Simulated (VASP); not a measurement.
# CdS in VASP: single point with PBEsol

Aim: the single point of CdS with PBEsol.

All numbers are computed with VASP 6.6.1; they aren't measurements. Logs are shortened: lines on timing, memory, paths and dates and some standing lists are left out, and cuts for length are marked.

## Step 1: The cell of the first run

The cell holds a slab with vacuum, 12 atoms: a = 4.118 Å, b = 5.824 Å, c = 25.296 Å, α = 90.00°, β = 90.00°, γ = 90.00°.

## Step 2: Single point, PBEsol

INCAR

```
SYSTEM = CdS
PREC = Accurate
ENCUT = 520
EDIFF = 1E-7
ISMEAR = 0
SIGMA = 0.05
LREAL = .FALSE.
LASPH = .TRUE.
NELM = 80
ALGO = Normal
ISIF = 2
LWAVE = .FALSE.
LCHARG = .TRUE.
LDIPOL = .TRUE.
IDIPOL = 3
DIPOL = 0.5 0.5 0.500
GGA = PS
LELF = .TRUE.
LVHAR = .TRUE.
LVACPOTAV = .TRUE.
NBANDS = 66
```

KPOINTS

```
Automatic mesh
0
G
  7 5 1
  0 0 0
```

POSCAR

```
CdS
1.0
    4.1183285486      0.0000000000      0.0000000000
    0.0000000000      5.8241960877      0.0000000000
    0.0000000000      0.0000000000     25.2958213715
Cd S
6 6
Direct
    0.5000000000      0.4460884309      0.3155499435
    0.0000000000      0.0147854649      0.3727739135
    0.5000000000      0.5133717836      0.4622772892
    0.0000000000      0.0133717651      0.5377227102
    0.5000000000      0.5147854728      0.6272260889
    0.0000000000     -0.0539115569      0.6844500545
    0.0000000000      0.2482875219      0.2899045714
    0.5000000000      0.7653931502      0.3800516803
    0.0000000000      0.2620736355      0.4568867565
    0.5000000000      0.7620736306      0.5431132448
    0.0000000000      0.2653931616      0.6199483186
    0.5000000000      0.7482875396      0.7100954287
```

Potentials or basis: VASP PAW PBE potentials, release 64 (Cd, S).

Launch:

```
cat potpaw_PBE.64/Cd/POTCAR potpaw_PBE.64/S/POTCAR > POTCAR
mpirun -np 1 vasp_std > vasp.out
```

OUTCAR:

```text
SYSTEM = CdS
   PREC = Accurate
   ENCUT = 520
   EDIFF = 1E-7
   ISMEAR = 0
   LREAL = .FALSE.
   LASPH = .TRUE.
   NELM = 80
   ISIF = 2
   GGA = PS

 ion  position               nearest neighbor table
   1  0.500  0.446  0.316-   7 2.45   7 2.45   8 2.47   2 3.56   2 3.56   3 3.73
   2  0.000  0.015  0.373-   7 2.50   8 2.53   8 2.53   9 2.57   1 3.56   1 3.56
   3  0.500  0.513  0.462-  10 2.51   9 2.53   9 2.53   8 2.55   1 3.73
   4  0.000  0.013  0.538-   9 2.51  10 2.53  10 2.53  11 2.55   6 3.73
   5  0.500  0.515  0.627-  12 2.50  11 2.53  11 2.53  10 2.57   6 3.56   6 3.56
   6  0.000  0.946  0.684-  12 2.45  12 2.45  11 2.47   5 3.56   5 3.56   4 3.73
   7  0.000  0.248  0.290-   1 2.45   1 2.45   2 2.50
   8  0.500  0.765  0.380-   1 2.47   2 2.53   2 2.53   3 2.55
   9  0.000  0.262  0.457-   4 2.51   3 2.53   3 2.53   2 2.57
  10  0.500  0.762  0.543-   3 2.51   4 2.53   4 2.53   5 2.57
  11  0.000  0.265  0.620-   6 2.47   5 2.53   5 2.53   4 2.55
  12  0.500  0.748  0.710-   6 2.45   6 2.45   5 2.50

  LATTYP: Found a simple orthorhombic cell.
 ALAT       =     4.1183285486
 B/A-ratio  =     1.4142135624
 C/A-ratio  =     6.1422543328

  Lattice vectors:

 A1 = (   4.1183285486,   0.0000000000,   0.0000000000)
 A2 = (   0.0000000000,   5.8241960877,   0.0000000000)
 A3 = (   0.0000000000,   0.0000000000,  25.2958213715)

Analysis of symmetry for initial positions (statically):
=====================================================================
 Subroutine PRICEL returns:
 Original cell was already a primitive cell.

 Routine SETGRP: Setting up the symmetry group for a
 simple orthorhombic supercell.

 Subroutine GETGRP returns: Found  4 space group operations
 (whereof  2 operations were pure point group operations)
 out of a pool of  8 trial point group operations.

The static configuration has the point symmetry C_1h.
 The point group associated with its full space group is C_2v.

Analysis of symmetry for dynamics (positions and initial velocities):
=====================================================================
 Subroutine PRICEL returns:
 Original cell was already a primitive cell.

 Routine SETGRP: Setting up the symmetry group for a
 simple orthorhombic supercell.

 Subroutine GETGRP returns: Found  4 space group operations
 (whereof  2 operations were pure point group operations)
 out of a pool of  8 trial point group operations.

The dynamic configuration has the point symmetry C_1h.
 The point group associated with its full space group is C_2v.

 Subroutine INISYM returns: Found  4 space group operations
 (whereof  2 operations are pure point group operations),
 and found     1 'primitive' translations

----------------------------------------------------------------------------------------

                                     Primitive cell

  volume of cell :     606.7444

  direct lattice vectors                    reciprocal lattice vectors
     4.118328549  0.000000000  0.000000000     0.242816956  0.000000000  0.000000000
     0.000000000  5.824196088  0.000000000     0.000000000  0.171697516  0.000000000
     0.000000000  0.000000000 25.295821372     0.000000000  0.000000000  0.039532221

  length of vectors
     4.118328549  5.824196088 25.295821372     0.242816956  0.171697516  0.039532221

  position of ions in fractional coordinates (direct lattice)
     0.500000000  0.446088431  0.315549944
     0.000000000  0.014785465  0.372773913
     0.500000000  0.513371784  0.462277289
     0.000000000  0.013371765  0.537722710
     0.500000000  0.514785473  0.627226089
     0.000000000  0.946088443  0.684450054
     0.000000000  0.248287522  0.289904571
     0.500000000  0.765393150  0.380051680
     0.000000000  0.262073636  0.456886756
     0.500000000  0.762073631  0.543113245
     0.000000000  0.265393162  0.619948319
     0.500000000  0.748287540  0.710095429

  ion indices of the primitive-cell ions
   primitive index   ion index
                 1           1
                 2           2
                 3           3
                 4           4
                 5           5
                 6           6
                 7           7
                 8           8
                 9           9
                10          10
                11          11
                12          12

----------------------------------------------------------------------------------------

 KPOINTS: Automatic mesh

Automatic generation of k-mesh.
 Grid dimensions read from file:
 generate k-points for:    7    5    1

 Generating k-lattice:

  Cartesian coordinates                     Fractional coordinates (reciprocal lattice)
     0.034688137  0.000000000  0.000000000     0.142857143  0.000000000  0.000000000
     0.000000000  0.034339503  0.000000000     0.000000000  0.200000000  0.000000000
     0.000000000  0.000000000  0.039532221     0.000000000  0.000000000  1.000000000

  Length of vectors
     0.034688137  0.034339503  0.039532221

  Shift w.r.t. Gamma in fractional coordinates (k-lattice)
     0.000000000  0.000000000  0.000000000

 Subroutine IBZKPT returns following result:
 ===========================================

 Found     12 irreducible k-points:

 Following reciprocal coordinates:
            Coordinates               Weight
  0.000000  0.000000  0.000000      1.000000
  0.142857  0.000000  0.000000      2.000000
  0.285714  0.000000  0.000000      2.000000
  0.428571  0.000000  0.000000      2.000000
  0.000000  0.200000  0.000000      2.000000
  0.142857  0.200000  0.000000      4.000000
  0.285714  0.200000  0.000000      4.000000
  0.428571  0.200000  0.000000      4.000000
  0.000000  0.400000  0.000000      2.000000
  0.142857  0.400000  0.000000      4.000000
  0.285714  0.400000  0.000000      4.000000
  0.428571  0.400000  0.000000      4.000000
   k-points           NKPTS =     12   k-points in BZ     NKDIM =     12   number of bands    NBANDS=     66
   number of dos      NEDOS =    301   number of ions     NIONS =     12
   total plane-waves  NPLWV = 294912
   dimension x,y,z NGX =    32 NGY =   48 NGZ =  192
   dimension x,y,z NGXF=    64 NGYF=   96 NGZF=  384
   ions per type =               6   6
   NGX,Y,Z   is equivalent  to a cutoff of  12.92, 13.70, 12.62 a.u.
   NGXF,Y,Z  is equivalent  to a cutoff of  25.84, 27.40, 25.24 a.u.
 SYSTEM =  CdS
   PREC   = accura    normal or accurate (medium, high low for compatibility)
   ISTART =      0    job   : 0-new  1-cont  2-samecut
   ICHARG =      2    charge: 1-file 2-atom 10-const
   ISPIN  =      1    spin polarized calculation?
   LNONCOLLINEAR =      F non collinear calculations
   LSORBIT =      F    spin-orbit coupling
   LASPH  =      T    aspherical Exc in radial PAW
   ENCUT  =  520.0 eV  38.22 Ry    6.18 a.u.   7.66 10.83 47.03*2*pi/ulx,y,z
   NELM   =     80;   NELMIN=  2; NELMDL= -5     # of ELM steps
   EDIFF  = 0.1E-06   stopping-criterion for ELM
   LREAL  =      F    real-space projection
   EDIFFG = 0.1E-05   stopping-criterion for IOM
   NSW    =      0    number of steps for IOM
   IBRION =     -1    ionic relax: 0-MD 1-quasi-New 2-CG
   NFREE  =      0    steps in history (QN), initial steepest desc. (CG)
   ISIF   =      2    stress and relaxation
   ISYM   =      2    0-nonsym 1-usesym 2-fastsym
   POTIM  = 0.5000    time-step for ionic-motion
   TEBEG  =    0.0;   TEEND  =   0.0 temperature during run
   PSTRESS=    0.0 pullay stress
   NELECT =     108.0000    total number of electrons
   NUPDOWN=      -1.0000    fix difference up-down
   EMIN   =  10.00;   EMAX   =-10.00  energy-range for DOS
   EFERMI =   0.00;   METHOD = LEGACY
   ISMEAR =     0;   SIGMA  =   0.05  broadening in eV -4-tet -1-fermi 0-gaus
   EFERMI_NEDOS =   21; number of points for ismear=-14 and -15
   IALGO  =     38    algorithm
   IMIX   =      4    mixing-type and parameters
     AMIX     =   0.40;   BMIX     =  1.00
     AMIX_MAG =   1.60;   BMIX_MAG =  1.00
  volume/ion in A,a.u.               =      50.56       341.21
  Fermi-wavevector in a.u.,A,eV,Ry     =   0.920904  1.740255 11.538603  0.848063
  Thomas-Fermi vector in A             =   2.046261
   LORBIT       =      0    0 simple, 1 ext, 2 COOP (PROOUT), +10 PAW based schemes
   GGA     = PS    functional components
   LHFCALC =     F    Hartree Fock is set to
   AEXX    =    0.0000 exact exchange contribution
   IVDW    =     0    specifies the selected vdW correction
   LEPSILON=     F    determine dielectric tensor
   LRPA    =     F    only Hartree local field effects (RPA)
 non-spin polarized calculation
 Gauss-broadening in eV      SIGMA  =   0.05
  energy-cutoff  :      520.00
  volume of cell :      606.74
 maximum number of plane-waves:     16365
 NGX is ok and might be reduce to    32
   NGX = 15   NGY = 21   NGZ = 95

 dipolmoment           0.000000      0.000000      0.000000 electrons x Angstroem

 number of electron     107.9999985 magnetization

 dipolmoment           0.000000      0.000000     -0.000000 electrons x Angstroem

 Free energy of the ion-electron system (eV)
  ---------------------------------------------------
  ext. energy  EPLUGINS =         0.00000000
  ---------------------------------------------------
  free energy    TOTEN  =       -39.60653495 eV

  energy without entropy =      -39.60653495  energy(sigma->0) =      -39.60653495

 E-fermi :  -2.1742     XC(G=0):  -5.0178

 val. band max:       -2.4412592806   @ k =   0.0000   0.0000   0.0000
 cond. band min:      -0.9589408511   @ k =   0.0000   0.0000   0.0000
 fundamental gap:      1.4823184295
 Fermi energy:        -2.1741902048

 k-point     1 :       0.0000    0.0000    0.0000
  band No.  band energies     occupation
      1     -14.8058      2.00000
      2     -14.6648      2.00000
      3     -14.4240      2.00000
      4     -14.2769      2.00000
      5     -14.0658      2.00000
      6     -14.0651      2.00000
[... 58 lines left out ...]
     65       3.4810      0.00000
     66       3.6210      0.00000

 k-point     2 :       0.1429    0.0000    0.0000
  band No.  band energies     occupation
      1     -14.7522      2.00000
      2     -14.6212      2.00000
      3     -14.3981      2.00000
      4     -14.2711      2.00000
      5     -14.0438      2.00000
      6     -14.0436      2.00000
[... 58 lines left out ...]
     65       3.4170      0.00000
     66       3.4327      0.00000

 k-point     3 :       0.2857    0.0000    0.0000
  band No.  band energies     occupation
      1     -14.6187      2.00000
      2     -14.5189      2.00000
      3     -14.3453      2.00000
      4     -14.2699      2.00000
      5     -13.9944      2.00000
      6     -13.9925      2.00000
[... 610 lines left out ...]
     65       3.7613      0.00000
     66       3.7950      0.00000

 k-point    12 :       0.4286    0.4000    0.0000
  band No.  band energies     occupation
      1     -14.4467      2.00000
      2     -14.4328      2.00000
      3     -14.3160      2.00000
      4     -14.3109      2.00000
      5     -13.9536      2.00000
      6     -13.9531      2.00000
[... 58 lines left out ...]
     65       3.9304      0.00000
     66       3.9787      0.00000

------------------------ aborting loop because EDIFF is reached ----------------------------------------

  FORCE on cell =-STRESS in cart. coord.  units (eV):
  Direction    XX          YY          ZZ          XY          YZ          ZX
  --------------------------------------------------------------------------------------
  -------------------------------------------------------------------------------------
  Total        0.2300375      0.4030803      0.5077701      0.0000000      0.0000000      0.0000000
  in kB        0.6074400      1.0643791      1.3408244      0.0000000      0.0000000      0.0000000
  external PRESSURE =       1.0042145 kB  Pullay stress =       0.0000000 kB

 VOLUME and BASIS-vectors are now :
 -----------------------------------------------------------------------------
  energy-cutoff  :      520.00
  volume of cell :      606.74
      direct lattice vectors                 reciprocal lattice vectors
     4.118328549  0.000000000  0.000000000     0.242816956  0.000000000  0.000000000
     0.000000000  5.824196088  0.000000000     0.000000000  0.171697516  0.000000000
     0.000000000  0.000000000 25.295821372     0.000000000  0.000000000  0.039532221

 POSITION                                       TOTAL-FORCE (eV/Angst)
 -----------------------------------------------------------------------------------
      2.05916      2.59811      7.98210         0.000000      0.013065      0.002573
      0.00000      0.08611      9.42962         0.000000      0.009705      0.012304
      2.05916      2.98998     11.69368         0.000000     -0.000750      0.001920
      0.00000      0.07788     13.60214         0.000000     -0.000750     -0.001920
      2.05916      2.99821     15.86620         0.000000      0.009705     -0.012304
      0.00000      5.51020     17.31373         0.000000      0.013065     -0.002573
      0.00000      1.44608      7.33337         0.000000     -0.021151     -0.061348
      2.05916      4.45780      9.61372         0.000000      0.005570      0.004058
      0.00000      1.52637     11.55733         0.000000     -0.006439     -0.024102
      2.05916      4.43847     13.73850         0.000000     -0.006439      0.024102
      0.00000      1.54570     15.68210         0.000000      0.005570     -0.004058
      2.05916      4.35817     17.96245         0.000000     -0.021151      0.061348
 -----------------------------------------------------------------------------------
    total drift:                                0.000000      0.001765      0.000000

  FREE ENERGIE OF THE ION-ELECTRON SYSTEM (eV)
  ---------------------------------------------------
  free  energy   TOTEN  =       -39.6065349522 eV

  energy  without entropy=      -39.6065349522  energy(sigma->0) =      -39.60653495

 vacuum level on the upper side and lower side of the slab         3.532         3.532
```

Wall time 14 min (1 thread of Intel Xeon Platinum 8259CL at 2.50GHz (Skylake/Cascade Lake), shared host); peak memory 0.78 GiB.

Results:

* Free energy: -39.6065 eV
* Largest force: 0.065 eV/Å
* Band gap on the k mesh: 1.48 eV

Forces on the atoms (eV/Å):
```
Cd   0.000  0.013  0.003
Cd   0.000  0.010  0.012
Cd   0.000 -0.001  0.002
Cd   0.000 -0.001 -0.002
Cd   0.000  0.010 -0.012
Cd   0.000  0.013 -0.003
S    0.000 -0.021 -0.061
S    0.000  0.006  0.004
S    0.000 -0.006 -0.024
S    0.000 -0.006  0.024
S    0.000  0.006 -0.004
S    0.000 -0.021  0.061
```

Caveat: the PAW data sets were made with another functional, which shifts forces and pressure a little.
